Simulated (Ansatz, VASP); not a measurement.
**SiSe4: VASP beside Ansatz**

```
CELL_PARAMETERS angstrom
-3.06613 3.06613 3.06613
3.06613 -3.06613 3.06613
3.06613 3.06613 -3.06613
ATOMIC_POSITIONS crystal
Si 0.00000 0.00000 0.00000
Se 0.00000 0.00000 0.50000
Se 0.00000 0.50000 0.00000
Se 0.50000 0.00000 0.00000
Se 0.50000 0.50000 0.50000
```

Change from the starting cell: species swapped into the MnGa4 type (Im-3m, No. 229).

Alike in both runs: functional PBE; k mesh 8 × 8 × 8; occupations gaussian, width 0.1 eV; no spin polarisation.

Ansatz relaxed the structure, and its values are those at the end. VASP's run is a single point on that final structure, the one shown.

|  | VASP | Ansatz |
| --- | --- | --- |
| version | VASP 6.6.1 | Ansatz 0.2.0 |
| potentials or method | VASP PAW PBE potentials, release 64 (Si, Se), cutoff 520 eV | scalar-relativistic, plane waves, PAW |
| valence electrons in the cell | 28 | 68 |

|  | VASP | Ansatz | Ansatz less VASP |
| --- | --- | --- | --- |
| gap on the k mesh at the Fermi level (eV) | none | none | - |
| pressure (GPa) | 0.0 | 0.0 | -0.02 |

A gap of «none» marks a metal or a gap that the smearing closes. The functional is the same, so the differences come from potentials, cutoffs and numerics. VASP's potentials hold 28 valence electrons a cell and Ansatz's 68, so a difference there can come from the potentials and not from the codes.
